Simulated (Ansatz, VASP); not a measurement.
P in VASP and in Ansatz

```
P
1.0
     3.22729    0.00000    0.00000
    -1.61365    2.79492    0.00000
     0.00000    0.00000    3.17499
P
2
Direct
  0.33333 0.66667 0.25000
  0.66667 0.33333 0.75000
```

Alike in both runs: functional PBEsol; k mesh 6 × 6 × 6; occupations gaussian, width 0.1 eV; no spin polarisation.

Ansatz relaxed the structure, and its values are those at the end. VASP's run is a single point on that final structure, the one shown.

|  | VASP | Ansatz |
| --- | --- | --- |
| version | VASP 6.6.1 | Ansatz 0.2.0 |
| potentials or method | VASP PAW PBE potentials, release 64 (P), cutoff 500 eV | scalar-relativistic, plane waves, PAW |
| valence electrons in the cell | 10 | 10 |

Ansatz gave:

| Property | Result |
| --- | --- |
| gap on the k mesh at the Fermi level (eV) | none |
| pressure (GPa) | 0.0 |

**Question.** What did VASP give for the same quantities?

**Answer.** gap on the k mesh at the Fermi level (eV): none; pressure (GPa): 0.1.

VASP's potentials were made for PBE, not for PBEsol. A gap of «none» marks a metal or a gap that the smearing closes.

The k mesh is coarse, so the values compare programs but aren't converged.
